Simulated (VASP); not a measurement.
Wanted: the native input for a VASP 6.6.1 run.

- Task: single point
- Functional: PBE
- Potentials or basis: VASP PAW PBE potentials, release 64 (Ge_d)
- Cutoff: 520 eV
- k mesh: 6 × 6 × 6
- Occupations: fermi-dirac, width 0.02 eV
- Spin: no spin polarisation
- Dipole correction: no
- Further INCAR settings: ALGO = Normal; EDIFF = 1e-07; NBANDS = 21

The structure of Ge lies in POSCAR:

```
Ge
1.0
    0.0000000000      2.8368735121      2.8368735121
    2.8368735121      0.0000000000      2.8368735121
    2.8368735121      2.8368735121      0.0000000000
Ge
2
Direct
    0.0000000000      0.0000000000      0.0000000000
    0.2500000000      0.2500000000      0.2500000000
```

These files were run (other wordings do the same):

INCAR

```
PREC = Accurate
ENCUT = 520
EDIFF = 1E-7
ISMEAR = -1
SIGMA = 0.02
LREAL = False
LASPH = True
NELM = 60
ALGO = Normal
ISIF = 2
LWAVE = False
LCHARG = False
GGA = PE
NBANDS = 21
```

KPOINTS

```
Automatic mesh
0
Gamma
  6 6 6
```

Potentials or basis: VASP PAW PBE potentials, release 64 (Ge_d).

Launch:

```sh
$ cat potpaw_PBE.64/Ge_d/POTCAR > POTCAR
$ mpirun -np 1 vasp_std > vasp.out
```

Results of the run:

The pressure is 3.0 GPa. The band gap on the k mesh is zero (filled and empty bands touch).

It took 24 s on 1 thread of Intel(R) Xeon(R) Platinum 8259CL CPU @ 2.50GHz (Skylake/Cascade Lake), on a shared host, peak memory 0.16 GiB.
